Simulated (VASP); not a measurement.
# HfSi (Pnma) in VASP: a series of runs, part 2 of 2

VASP 6.6.1. The steps go on from the part before.

## 3. Single point, r2SCAN

This run uses another cell than the first one, of 17.26 Å³/atom, 1.020 times its volume.

File POSCAR:

```
HfSi
1.0
    6.9113683000      0.0000000000      0.0000000000
    0.0000000000      3.7967943200      0.0000000000
    0.0000000000      0.0000000000      5.2629114200
Hf Si
4 4
Direct
    0.1755014176      0.2500000000      0.1259085747
    0.3244985824      0.7500000000      0.6259085747
    0.6755014176      0.2500000000      0.3740914253
    0.8244985824      0.7500000000      0.8740914253
    0.0430153608      0.2500000000      0.6389997852
    0.4569846392      0.7500000000      0.1389997852
    0.5430153608      0.2500000000      0.8610002148
    0.9569846392      0.7500000000      0.3610002148
```

File INCAR.step1:

```
SYSTEM = HfSi
ALGO     = Normal         ! electronic algorithm
EDIFF    = 1E-4           ! SCF threshold, eV
ENCUT    = 520            ! plane-wave cutoff, eV
GGA      = PE             ! functional
ISMEAR   = -1             ! smearing method
LASPH    = .True.         ! aspherical terms in the spheres
LCHARG   = .False.        ! write CHGCAR
LREAL    = .False.        ! projectors in reciprocal space
LWAVE    = .True.         ! write WAVECAR
NBANDS   = 38             ! bands
NELM     = 60             ! most SCF steps
PREC     = Accurate       ! precision mode
SIGMA    = 0.1            ! smearing width, eV
```

File INCAR.step2:

```
SYSTEM = HfSi
ALGO     = Normal         ! electronic algorithm
EDIFF    = 1E-6           ! SCF threshold, eV
ENCUT    = 520            ! plane-wave cutoff, eV
ISIF     = 2              ! what is computed and relaxed
ISMEAR   = -1             ! smearing method
ISTART   = 1            
LASPH    = .True.         ! aspherical terms in the spheres
LCHARG   = .True.         ! write CHGCAR
LELF     = .True.         ! ELF
LMIXTAU  = .True.       
LREAL    = .False.        ! projectors in reciprocal space
LVHAR    = .True.       
LWAVE    = .False.        ! write WAVECAR
METAGGA  = R2SCAN         ! meta-GGA
NBANDS   = 38             ! bands
NELM     = 60             ! most SCF steps
PREC     = Accurate       ! precision mode
SIGMA    = 0.1            ! smearing width, eV
```

File KPOINTS:

```
k-points
0
Gamma
  5 9 7
  0 0 0
```

Potentials or basis: VASP PAW PBE potentials, release 64 (Hf_pv, Si).

On the command line:

```sh
cat potpaw_PBE.64/Hf_pv/POTCAR potpaw_PBE.64/Si/POTCAR > POTCAR
cp INCAR.step1 INCAR
mpirun -np 1 vasp_std > vasp.out
cp INCAR.step2 INCAR
mpirun -np 1 vasp_std > vasp.out
```

OUTCAR:

```text
SYSTEM = HfSi
   EDIFF = 1E-6
   ENCUT = 520
   ISIF = 2
   ISMEAR = -1
   ISTART = 1
   LASPH = .True.
   LREAL = .False.
   METAGGA = R2SCAN
   NELM = 60
   PREC = Accurate

 ion  position               nearest neighbor table
   1  0.176  0.250  0.126-   6 2.72   6 2.72   5 2.72   8 2.72   8 2.72   5 2.85   7 2.90   4 3.35
                             4 3.35   2 3.40   2 3.40   2 3.40   2 3.40   3 3.69   3 3.69
   2  0.324  0.750  0.626-   5 2.72   5 2.72   6 2.72   7 2.72   7 2.72   6 2.85   8 2.90   3 3.35
                             3 3.35   1 3.40   1 3.40   1 3.40   1 3.40   4 3.69   4 3.69
   3  0.676  0.250  0.374-   8 2.72   8 2.72   7 2.72   6 2.72   6 2.72   7 2.85   5 2.90   2 3.35
                             2 3.35   4 3.40   4 3.40   4 3.40   4 3.40   1 3.69   1 3.69
   4  0.824  0.750  0.874-   7 2.72   7 2.72   8 2.72   5 2.72   5 2.72   8 2.85   6 2.90   1 3.35
                             1 3.35   3 3.40   3 3.40   3 3.40   3 3.40   2 3.69   2 3.69
   5  0.043  0.250  0.639-   8 2.47   8 2.47   2 2.72   2 2.72   1 2.72   4 2.72   4 2.72   1 2.85
                             3 2.90
   6  0.457  0.750  0.139-   7 2.47   7 2.47   1 2.72   1 2.72   2 2.72   3 2.72   3 2.72   2 2.85
                             4 2.90
   7  0.543  0.250  0.861-   6 2.47   6 2.47   4 2.72   4 2.72   3 2.72   2 2.72   2 2.72   3 2.85
                             1 2.90
   8  0.957  0.750  0.361-   5 2.47   5 2.47   3 2.72   3 2.72   4 2.72   1 2.72   1 2.72   4 2.85
                             2 2.90

  LATTYP: Found a simple orthorhombic cell.
 ALAT       =     3.7967943200
 B/A-ratio  =     1.3861460423
 C/A-ratio  =     1.8203167508

  Lattice vectors:

 A1 = (   0.0000000000,   3.7967943200,   0.0000000000)
 A2 = (   0.0000000000,   0.0000000000,   5.2629114200)
 A3 = (   6.9113683000,   0.0000000000,   0.0000000000)

Analysis of symmetry for initial positions (statically):
=====================================================================
 Subroutine PRICEL returns:
 Original cell was already a primitive cell.

 Routine SETGRP: Setting up the symmetry group for a
 simple orthorhombic supercell.

 Subroutine GETGRP returns: Found  8 space group operations
 (whereof  2 operations were pure point group operations)
[... 153 lines left out ...]
  Thomas-Fermi vector in A             =   2.347225
   LORBIT       =      0    0 simple, 1 ext, 2 COOP (PROOUT), +10 PAW based schemes
   METAGGA = R2SCAN    functional components
   LHFCALC =     F    Hartree Fock is set to
   AEXX    =    0.0000 exact exchange contribution
   IVDW    =     0    specifies the selected vdW correction
   LEPSILON=     F    determine dielectric tensor
   LRPA    =     F    only Hartree local field effects (RPA)
 non-spin polarized calculation
  energy-cutoff  :      520.00
  volume of cell :      138.10
 maximum number of plane-waves:      3736
 NGX is ok and might be reduce to    54
   NGX = 25   NGY = 15   NGZ = 19

 number of electron      56.0000005 magnetization

 Free energy of the ion-electron system (eV)
  ---------------------------------------------------
  ext. energy  EPLUGINS =         0.00000000
  ---------------------------------------------------
  free energy    TOTEN  =      -222.54149258 eV

  energy without entropy =     -222.48010074  energy(sigma->0) =     -222.51079666

 E-fermi :   7.3986     XC(G=0): -12.3188

 val. band max:        7.3962117995   @ k =   0.0000   0.2222   0.4286
 cond. band min:       7.4086602267   @ k =   0.2000   0.2222   0.4286
 fundamental gap:      0.0124484272
 Fermi energy:         7.3985796177

 k-point     1 :       0.0000    0.0000    0.0000
  band No.  band energies     occupation
      1     -24.5756      2.00000
      2     -24.5738      2.00000
      3     -24.5367      2.00000
      4     -24.4701      2.00000
      5     -24.4594      2.00000
      6     -24.4421      2.00000
[... 973 lines left out ...]
     37      11.0058      0.00000
     38      11.2351      0.00000

 [... further k-points ...]
[... 5 lines left out ...]
  --------------------------------------------------------------------------------------
  -------------------------------------------------------------------------------------
  Total       -2.8130659     -2.7844228     -3.2109001      0.0000000      0.0000000      0.0000000
  in kB      -32.6349781    -32.3026834    -37.2503376      0.0000000      0.0000000      0.0000000
  external PRESSURE =     -34.0626664 kB  Pullay stress =       0.0000000 kB

 VOLUME and BASIS-vectors are now :
 -----------------------------------------------------------------------------
  energy-cutoff  :      520.00
  volume of cell :      138.10
      direct lattice vectors                 reciprocal lattice vectors
     6.911368300  0.000000000  0.000000000     0.144689149  0.000000000  0.000000000
     0.000000000  3.796794320  0.000000000     0.000000000  0.263380082  0.000000000
     0.000000000  0.000000000  5.262911420     0.000000000  0.000000000  0.190008898

 POSITION                                       TOTAL-FORCE (eV/Angst)
 -----------------------------------------------------------------------------------
      1.21295      0.94920      0.66265         0.001476      0.000000     -0.006199
      2.24273      2.84760      3.29410        -0.001476     -0.000000     -0.006199
      4.66864      0.94920      1.96881         0.001476      0.000000      0.006199
      5.69841      2.84760      4.60027        -0.001476      0.000000      0.006199
      0.29730      0.94920      3.36300         0.003230     -0.000000      0.007575
      3.15839      2.84760      0.73154        -0.003230     -0.000000      0.007575
      3.75298      0.94920      4.53137         0.003230      0.000000     -0.007575
      6.61407      2.84760      1.89991        -0.003230      0.000000     -0.007575
 -----------------------------------------------------------------------------------
    total drift:                                0.000000      0.000000      0.000000

  FREE ENERGIE OF THE ION-ELECTRON SYSTEM (eV)
  ---------------------------------------------------
  free  energy   TOTEN  =      -222.5414925809 eV

  energy  without entropy=     -222.4801007398  energy(sigma->0) =     -222.51079666
```

OUTCAR.step1:

```text
SYSTEM = HfSi
   EDIFF = 1E-4
   ENCUT = 520
   GGA = PE
   ISMEAR = -1
   LASPH = .True.
   LREAL = .False.
   NELM = 60
[... 1238 lines left out ...]
      3.15839      2.84760      0.73154        -0.017121      0.000000      0.057143
      3.75298      0.94920      4.53137         0.017121      0.000000     -0.057143
      6.61407      2.84760      1.89991        -0.017121      0.000000     -0.057143
 -----------------------------------------------------------------------------------
    total drift:                                0.000000      0.000000      0.000000

  FREE ENERGIE OF THE ION-ELECTRON SYSTEM (eV)
  ---------------------------------------------------
  free  energy   TOTEN  =       -67.9527568784 eV

  energy  without entropy=      -67.8848916360  energy(sigma->0) =      -67.91882426
```

It took 14 min on 1 thread of Intel Xeon 6975P-C, shared host; peak memory 0.41 GiB.

What came out:

| Quantity | Value |
| --- | --- |
| Free energy | -222.5415 eV |
| Pressure | -3.4 GPa |
| Largest force | 0.008 eV/Å |
| Band gap on the k mesh | zero (band 28 reaches 7.56 eV, above the bottom of band 29 at 7.25 eV) |

Forces on the atoms (eV/Å):
```
Hf   0.001  0.000 -0.006
Hf  -0.001  0.000 -0.006
Hf   0.001  0.000  0.006
Hf  -0.001  0.000  0.006
Si   0.003  0.000  0.008
Si  -0.003  0.000  0.008
Si   0.003  0.000 -0.008
Si  -0.003  0.000 -0.008
```

Stress tensor (GPa, compression positive):
```
-3.26  0.00  0.00
 0.00 -3.23  0.00
 0.00  0.00 -3.73
```

Levels at points of the mesh, in eV from the Fermi level:
```csv
k point,band 25,band 26,band 27,band 28,band 29,band 30,band 31,band 32
"(0.00, 0.00, 0.00)",-0.81,-0.58,-0.28,-0.22,0.36,0.70,0.98,1.31
```

Caveat: the PAW data sets were made with another functional, which shifts forces and pressure a little; spin-orbit coupling is left out, which moves the levels of the heavy elements.
